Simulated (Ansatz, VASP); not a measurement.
# One calculation of CoSi3Ir, two programs

```
CELL_PARAMETERS angstrom
4.61843 0.00000 0.00000
0.00000 4.61843 0.00000
0.00000 0.00000 4.61843
ATOMIC_POSITIONS crystal
Co 0.50000 0.50000 0.50000
Si 0.50000 0.00000 0.00000
Si 0.00000 0.50000 0.00000
Si 0.00000 0.00000 0.50000
Ir 0.00000 0.00000 0.00000
```

Alike in both runs: functional PBE; k mesh 8 × 8 × 8; occupations gaussian, width 0.1 eV; collinear spin.

Ansatz relaxed the structure, and its values are those at the end. VASP's run is a single point on that final structure, the one shown.

|  | VASP | Ansatz |
| --- | --- | --- |
| version | VASP 6.6.1 | Ansatz 0.2.0 |
| potentials or method | VASP PAW PBE potentials, release 64 (Co, Si, Ir), cutoff 520 eV | scalar-relativistic, plane waves, PAW |
| valence electrons in the cell | 30 | 46 |

|  | VASP | Ansatz | Ansatz less VASP |
| --- | --- | --- | --- |
| gap on the k mesh at the Fermi level (eV) | none | none | - |
| pressure (GPa) | 0.2 | 0.0 | -0.19 |
| net moment per atom (μB) | 0.26 | 0.27 | +0.004 |
| size of the moment on the site where the two differ most (μB) | 1.79 | 1.86 | +0.063 |

Site moments also hang on the region over which each program counts them. A gap of «none» marks a metal or a gap that the smearing closes. VASP's potentials hold 30 valence electrons a cell and Ansatz's 46, so a difference there can come from the potentials and not from the codes.

Neither program's run includes spin-orbit coupling.
